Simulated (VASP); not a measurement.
# SiO2 (P4_2/mnm) in VASP: a series of runs

The runs below take SiO2 through single point, with PBEsol.

All numbers are computed with VASP 6.6.1; they aren't measurements. Logs are shortened: lines on timing, memory, paths and dates and some standing lists are left out, and cuts for length are marked.

**1. The cell of the first run**

It takes space group P4_2/mnm (No. 136, tetragonal). Conventional cell: a = 4.180 Å, b = 4.180 Å, c = 2.721 Å, α = 90.00°, β = 90.00°, γ = 90.00°. Within 2.4 Å of Si (site symmetry mmm) lie 6 O at 1.78 to 1.81 Å. O (site symmetry m2m) has 3 Si at 1.78 to 1.81 Å and 1 O at 2.29 Å within 2.4 Å.

**2. Single point, PBEsol (zz strain of +2 %)**

INCAR reads:

```
SYSTEM = SiO2
ALGO = Normal
EDIFF = 1E-7
ENCUT = 520
GGA = PS
ISIF = 2
ISMEAR = -1
LASPH = .True.
LCHARG = .False.
LREAL = .False.
LWAVE = .False.
NBANDS = 25
NELM = 100
PREC = Accurate
SIGMA = 0.03
```

KPOINTS reads:

```
k-points
0
Gamma
  6 6 9
  0 0 0
```

POSCAR reads:

```
SiO2
1.0
    4.1801000000      0.0000000000      0.0000000000
    0.0000000000      4.1801000000      0.0000000000
    0.0000000000      0.0000000000      2.7211560000
Si O
2 4
Direct
    0.0000000000      0.0000000000      0.0000000000
    0.5000000000      0.5000000000      0.5000000000
    0.3067000000      0.3067000000      0.0000000000
    0.1933000000      0.8067000000      0.5000000000
    0.6933000000      0.6933000000      0.0000000000
    0.8067000000      0.1933000000      0.5000000000
```

Potentials or basis: VASP PAW PBE potentials, release 64 (Si, O).

Run with:

```console
> cat potpaw_PBE.64/Si/POTCAR potpaw_PBE.64/O/POTCAR > POTCAR
> mpirun -np 1 vasp_std > vasp.out
```

OUTCAR:

```text
SYSTEM = SiO2
   EDIFF = 1E-7
   ENCUT = 520
   GGA = PS
   ISIF = 2
   ISMEAR = -1
   LASPH = .True.
   LREAL = .False.
   NELM = 100
   PREC = Accurate

 ion  position               nearest neighbor table
   1  0.000  0.000  0.000-   4 1.78   6 1.78   4 1.78   6 1.78   5 1.81   3 1.81
   2  0.500  0.500  0.500-   3 1.78   5 1.78   3 1.78   5 1.78   4 1.81   6 1.81
   3  0.307  0.307  0.000-   2 1.78   2 1.78   1 1.81
   4  0.193  0.807  0.500-   1 1.78   1 1.78   2 1.81
   5  0.693  0.693  0.000-   2 1.78   2 1.78   1 1.81
   6  0.807  0.193  0.500-   1 1.78   1 1.78   2 1.81

  LATTYP: Found a simple tetragonal cell.
 ALAT       =     4.1801000000
 C/A-ratio  =     0.6509786847

  Lattice vectors:

 A1 = (   4.1801000000,   0.0000000000,   0.0000000000)
 A2 = (   0.0000000000,   4.1801000000,   0.0000000000)
 A3 = (   0.0000000000,   0.0000000000,   2.7211560000)

Analysis of symmetry for initial positions (statically):
=====================================================================
 Subroutine PRICEL returns:
 Original cell was already a primitive cell.

 Routine SETGRP: Setting up the symmetry group for a
 simple tetragonal supercell.

 Subroutine GETGRP returns: Found 16 space group operations
 (whereof  8 operations were pure point group operations)
 out of a pool of 16 trial point group operations.

The static configuration has the point symmetry D_2h.
 The point group associated with its full space group is D_4h.

Analysis of symmetry for dynamics (positions and initial velocities):
=====================================================================
 Subroutine PRICEL returns:
 Original cell was already a primitive cell.

 Routine SETGRP: Setting up the symmetry group for a
 simple tetragonal supercell.

 Subroutine GETGRP returns: Found 16 space group operations
 (whereof  8 operations were pure point group operations)
 out of a pool of 16 trial point group operations.

The dynamic configuration has the point symmetry D_2h.
 The point group associated with its full space group is D_4h.

 Subroutine INISYM returns: Found 16 space group operations
 (whereof  8 operations are pure point group operations),
 and found     1 'primitive' translations

----------------------------------------------------------------------------------------

                                     Primitive cell

  volume of cell :      47.5474

  direct lattice vectors                    reciprocal lattice vectors
[... 97 lines left out ...]
   EDIFFG = 0.1E-05   stopping-criterion for IOM
   NSW    =      0    number of steps for IOM
   IBRION =     -1    ionic relax: 0-MD 1-quasi-New 2-CG
   NFREE  =      0    steps in history (QN), initial steepest desc. (CG)
   ISIF   =      2    stress and relaxation
   ISYM   =      2    0-nonsym 1-usesym 2-fastsym
   POTIM  = 0.5000    time-step for ionic-motion
   TEBEG  =    0.0;   TEEND  =   0.0 temperature during run
   PSTRESS=    0.0 pullay stress
   NELECT =      32.0000    total number of electrons
   NUPDOWN=      -1.0000    fix difference up-down
   EMIN   =  10.00;   EMAX   =-10.00  energy-range for DOS
   EFERMI =   0.00;   METHOD = LEGACY
   ISMEAR =    -1;   SIGMA  =   0.03  broadening in eV -4-tet -1-fermi 0-gaus
   EFERMI_NEDOS =   21; number of points for ismear=-14 and -15
   IALGO  =     38    algorithm
   IMIX   =      4    mixing-type and parameters
     AMIX     =   0.40;   BMIX     =  1.00
     AMIX_MAG =   1.60;   BMIX_MAG =  1.00
  volume/ion in A,a.u.               =       7.92        53.48
  Fermi-wavevector in a.u.,A,eV,Ry     =   1.434661  2.711116 28.004213  2.058252
  Thomas-Fermi vector in A             =   2.554045
   LORBIT       =      0    0 simple, 1 ext, 2 COOP (PROOUT), +10 PAW based schemes
   GGA     = PS    functional components
   LHFCALC =     F    Hartree Fock is set to
   AEXX    =    0.0000 exact exchange contribution
   IVDW    =     0    specifies the selected vdW correction
   LEPSILON=     F    determine dielectric tensor
   LRPA    =     F    only Hartree local field effects (RPA)
 non-spin polarized calculation
  energy-cutoff  :      520.00
  volume of cell :       47.55
 maximum number of plane-waves:      1296
 NGX is ok and might be reduce to    32
   NGX = 15   NGY = 15   NGZ = 11

 number of electron      31.9999977 magnetization

 Free energy of the ion-electron system (eV)
  ---------------------------------------------------
  ext. energy  EPLUGINS =         0.00000000
  ---------------------------------------------------
  free energy    TOTEN  =       -48.96676729 eV

  energy without entropy =      -48.96676729  energy(sigma->0) =      -48.96676729

 E-fermi :   8.4748     XC(G=0): -12.4279

 val. band max:        7.9016378609   @ k =   0.0000   0.0000   0.0000
 cond. band min:      13.0511515361   @ k =   0.0000   0.0000   0.0000
 fundamental gap:      5.1495136752
 Fermi energy:         8.4747962637

 k-point     1 :       0.0000    0.0000    0.0000
  band No.  band energies     occupation
      1     -14.4406      2.00000
      2     -10.8016      2.00000
      3     -10.8016      2.00000
      4     -10.5806      2.00000
      5      -2.8664      2.00000
      6       1.6332      2.00000
[... 661 lines left out ...]
     24      20.1419      0.00000
     25      21.5111      0.00000

 [... further k-points ...]

------------------------ aborting loop because EDIFF is reached ----------------------------------------

  FORCE on cell =-STRESS in cart. coord.  units (eV):
  Direction    XX          YY          ZZ          XY          YZ          ZX
  --------------------------------------------------------------------------------------
  -------------------------------------------------------------------------------------
  Total        0.0781028      0.0781028     -2.4981645      0.0000000      0.0000000      0.0000000
  in kB        2.6317851      2.6317851    -84.1792080      0.0000000      0.0000000      0.0000000
  external PRESSURE =     -26.3052126 kB  Pullay stress =       0.0000000 kB

 VOLUME and BASIS-vectors are now :
 -----------------------------------------------------------------------------
  energy-cutoff  :      520.00
  volume of cell :       47.55
      direct lattice vectors                 reciprocal lattice vectors
     4.180100000  0.000000000  0.000000000     0.239228727  0.000000000  0.000000000
     0.000000000  4.180100000  0.000000000     0.000000000  0.239228727  0.000000000
     0.000000000  0.000000000  2.721156000     0.000000000  0.000000000  0.367490875

 POSITION                                       TOTAL-FORCE (eV/Angst)
 -----------------------------------------------------------------------------------
      0.00000      0.00000      0.00000         0.000000     -0.000000     -0.000000
      2.09005      2.09005      1.36058         0.000000     -0.000000     -0.000000
      1.28204      1.28204      0.00000        -0.147958     -0.147958     -0.000000
      0.80801      3.37209      1.36058         0.147958     -0.147958     -0.000000
      2.89806      2.89806      0.00000         0.147958      0.147958      0.000000
      3.37209      0.80801      1.36058        -0.147958      0.147958      0.000000
 -----------------------------------------------------------------------------------
    total drift:                                0.000000      0.000000      0.000000

  FREE ENERGIE OF THE ION-ELECTRON SYSTEM (eV)
  ---------------------------------------------------
  free  energy   TOTEN  =       -48.9667672869 eV

  energy  without entropy=      -48.9667672868  energy(sigma->0) =      -48.96676729
```

OSZICAR:

```text
N       E                     dE             d eps       ncg     rms          rms(c)
DAV:   1     0.133630709010E+03    0.13363E+03   -0.17557E+04  2516   0.123E+03
DAV:   2    -0.461519267498E+02   -0.17978E+03   -0.17219E+03  3217   0.278E+02
DAV:   3    -0.531133763161E+02   -0.69614E+01   -0.69303E+01  3347   0.522E+01
DAV:   4    -0.531576957822E+02   -0.44319E-01   -0.44307E-01  2908   0.485E+00
DAV:   5    -0.531580547712E+02   -0.35899E-03   -0.35893E-03  3361   0.410E-01    0.166E+01
DAV:   6    -0.489866562326E+02    0.41714E+01   -0.11559E+01  3178   0.226E+01    0.792E+00
DAV:   7    -0.489765954613E+02    0.10061E-01   -0.62549E-01  3040   0.455E+00    0.292E+00
DAV:   8    -0.489667926943E+02    0.98028E-02   -0.23701E-02  3189   0.132E+00    0.993E-01
DAV:   9    -0.489666836681E+02    0.10903E-03   -0.54334E-03  3174   0.618E-01    0.251E-01
DAV:  10    -0.489667787602E+02   -0.95092E-04   -0.30897E-04  3154   0.127E-01    0.445E-02
DAV:  11    -0.489667672623E+02    0.11498E-04   -0.46408E-05  3277   0.491E-02    0.102E-02
DAV:  12    -0.489667672162E+02    0.46031E-07   -0.33068E-06  3073   0.131E-02    0.224E-03
DAV:  13    -0.489667672869E+02   -0.70622E-07   -0.17871E-07  2629   0.303E-03
   1 F= -.48966767E+02 E0= -.48966767E+02  d E =-.191127E-10
```

Run time: 22 s. Hardware: 1 thread of Intel Xeon Platinum 8488C (Sapphire Rapids), shared host; peak memory 0.17 GiB.

What came out:

```yaml
Free_energy: -48.9668 eV
Pressure: -2.6 GPa
Largest_force: 0.209 eV/Å
Band_gap_on_the_k_mesh: 5.15 eV, direct
```

Forces on the atoms (eV/Å):
```
Si   0.000  0.000  0.000
Si   0.000  0.000  0.000
O   -0.148 -0.148  0.000
O    0.148 -0.148  0.000
O    0.148  0.148  0.000
O   -0.148  0.148  0.000
```

Caveat: the cell differs from its parent crystal (zz strain of +2 %); the PAW data sets were made with another functional, which shifts forces and pressure a little. A k mesh can miss the band edges.

(Continued in part 2 of 2.)
